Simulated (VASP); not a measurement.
Input of a VASP 6.6.1 run:

Contents of INCAR:

```
  PREC = Accurate
  ENCUT = 520
  EDIFF = 1E-6
  ISMEAR = 0
  SIGMA = 0.05
  LREAL = F
  LASPH = T
  NELM = 80
  ALGO = Normal
  ISIF = 2
  LWAVE = F
  LCHARG = F
  GGA = PS
  NBANDS = 21
```

KPOINTS

```
regular mesh
0
Gamma
  12 12 8
```

The input POSCAR:

```
RuF2
1.0
    2.7897613188     -1.6106721472      0.0009761965
    2.7897613188      1.6106721472      0.0009761965
   -0.0013699124      0.0000000000      4.2719990961
Ru F
1 2
Direct
   -0.0155214704      0.0155214704      0.0000000000
    0.6666616947      0.6666616947      0.2235971744
    0.3333383053      0.3333383053      0.7764028256
```

Potentials or basis: VASP PAW PBE potentials, release 64 (Ru_pv, F).

Command:

```bash
$ cat potpaw_PBE.64/Ru_pv/POTCAR potpaw_PBE.64/F/POTCAR > POTCAR
$ mpirun -np 1 vasp_std > vasp.out
```

Question: Estimate the largest force.

Answer: 0.913 eV/Å.

Question: Predict the band gap on the k mesh.

Answer: 0.50 eV (least direct gap 0.90 eV).

Stress tensor (GPa, compression positive):
```
0.58 0.00 0.17
0.00 0.96 0.00
0.17 0.00 0.15
```

Caveat: the cell differs from its parent crystal (atom 1 (Ru) moved 0.05 Å along y); semilocal functionals underestimate gaps, and a narrow one can read as zero; the PAW data sets were made with another functional, which shifts forces and pressure a little. A k mesh can miss the band edges.
